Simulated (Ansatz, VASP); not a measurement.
# One calculation of AlN, two programs

The input INCAR:

```
SYSTEM = AlN
PREC     = Accurate       ! precision mode
ENCUT    = 600            ! plane-wave cutoff, eV
EDIFF    = 1E-6           ! SCF threshold, eV
ISMEAR   = 0              ! smearing method
SIGMA    = 0.02           ! smearing width, eV
LREAL    = .False.        ! projectors in reciprocal space
LASPH    = .True.         ! aspherical terms in the spheres
NELM     = 120            ! most SCF steps
ALGO     = Normal         ! electronic algorithm
ISIF     = 2              ! what is computed and relaxed
LWAVE    = .False.        ! write WAVECAR
LCHARG   = .False.        ! write CHGCAR
GGA      = PS             ! functional
NBANDS   = 11             ! bands
GGA_COMPAT= .False.
```

KPOINTS

```
regular mesh
0
Gamma
  10 10 10
  0 0 0
```

Contents of POSCAR:

```
AlN
1.0
    0.0000000000      2.0021890924      2.0021890924
    2.0021890924      0.0000000000      2.0021890924
    2.0021890924      2.0021890924      0.0000000000
Al N
1 1
Direct
    0.5000000000      0.5000000000      0.5000000000
    0.0000000000      0.0000000000      0.0000000000
```

Input for Ansatz:

```yaml
crystal:
  lattice:
    - [0.0, 2.0021890924, 2.0021890924]
    - [2.0021890924, 0.0, 2.0021890924]
    - [2.0021890924, 2.0021890924, 0.0]
  atoms:
    - { symbol: Al, position: [0.5, 0.5, 0.5] }
    - { symbol: "N", position: [0.0, 0.0, 0.0] }
basis:
  ecutwfc: 420
kpoints:
  mp_grid: { grid: [10, 10, 10] }
hamiltonian:
  xc: pbesol
  pseudopotentials: { kind: paw }
scf:
  occupations: { method: gaussian, width: 0.02 }
output:
  forces: true
  stress: true
  eigenvalues: true
```

Alike in both runs: task single point; functional PBEsol; k mesh 10 × 10 × 10; occupations gaussian, width 0.02 eV; no spin polarisation.

|  | VASP | Ansatz |
| --- | --- | --- |
| version | VASP 6.6.1 | Ansatz 0.2.0 |
| potentials or method | VASP PAW PBE potentials, release 64 (Al, N), cutoff 600 eV | scalar-relativistic, plane waves, PAW |
| valence electrons in the cell | 8 | 8 |

Ansatz gave:

| Item | Value |
| --- | --- |
| gap on the k mesh at the Fermi level (eV) | 4.84 |
| least direct gap on the mesh (eV) | 6.07 |
| pressure (GPa) | 8.5 |

Question: Estimate VASP's values.

Answer: gap on the k mesh at the Fermi level (eV): 4.84; least direct gap on the mesh (eV): 6.09; pressure (GPa): 8.3.

VASP's potentials were made for PBE, not for PBEsol.
